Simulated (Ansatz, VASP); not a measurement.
# Si2SnSe2: VASP beside Ansatz

```
Si Sn Se
1.0
     4.03197    0.00000    0.00000
     0.00000    4.03197    0.00000
     0.00000    0.00000    7.41265
Si Sn Se
2 1 2
Direct
  0.00000 0.50000 0.50000
  0.50000 0.00000 0.50000
  0.00000 0.00000 0.50000
  0.00000 0.00000 0.24564
  0.00000 0.00000 0.75436
```

Alike in both runs: task single point; functional PBE; k mesh 4 × 4 × 4; occupations gaussian, width 0.1 eV; no spin polarisation.

|  | VASP | Ansatz |
| --- | --- | --- |
| version | VASP 6.6.1 | Ansatz 0.2.0 |
| potentials or method | VASP PAW PBE potentials, release 64 (Si, Sn_d, Se), cutoff 520 eV | scalar-relativistic, plane waves, PAW |
| valence electrons in the cell | 34 | 54 |

Ansatz gave:

| Item | Value |
| --- | --- |
| gap on the k mesh at the Fermi level (eV) | none |
| rms of the force components (eV/Å) | 10.198 |

Question: Estimate VASP's values.

Answer: gap on the k mesh at the Fermi level (eV): none; rms of the force components (eV/Å): 10.285.

Atom by atom the forces differ by 0.087 eV/Å (rms over components). A gap of «none» marks a metal or a gap that the smearing closes. The functional is the same, so the differences come from potentials, cutoffs and numerics. VASP's potentials hold 34 valence electrons a cell and Ansatz's 54, so a difference there can come from the potentials and not from the codes.

The k mesh is coarse, so the values compare programs but aren't converged.
